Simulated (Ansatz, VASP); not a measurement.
Ga2SeS2: VASP beside Ansatz

```xyz
5
Lattice="4.9989 0.0000 0.0000 0.0000 4.9989 0.0000 0.0000 0.0000 5.4736" Properties=species:S:1:pos:R:3 pbc="T T T"
Ga    0.0000    0.0000    4.0872
Ga    0.0000    0.0000    1.3865
Se    2.4995    2.4995    2.7368
S     0.0000    2.4995    2.7368
S     2.4995    0.0000    2.7368
```

Alike in both runs: functional PBE; k mesh 8 × 8 × 8; occupations gaussian, width 0.1 eV; no spin polarisation.

Ansatz relaxed the structure, and its values are those at the end. VASP's run is a single point on that final structure, the one shown.

```csv
,VASP,Ansatz
version,VASP 6.6.1,Ansatz 0.2.0
potentials or method,"VASP PAW PBE potentials, release 64 (Ga_d, Se, S), cutoff 520 eV","scalar-relativistic, plane waves, PAW"
valence electrons in the cell,44,54
```

```tsv
	VASP	Ansatz	Ansatz less VASP
gap on the k mesh at the Fermi level (eV)	none	none	-
pressure (GPa)	0.0	0.0	-0.01
```

A gap of «none» marks a metal or a gap that the smearing closes. VASP's potentials hold 44 valence electrons a cell and Ansatz's 54, so a difference there can come from the potentials and not from the codes.
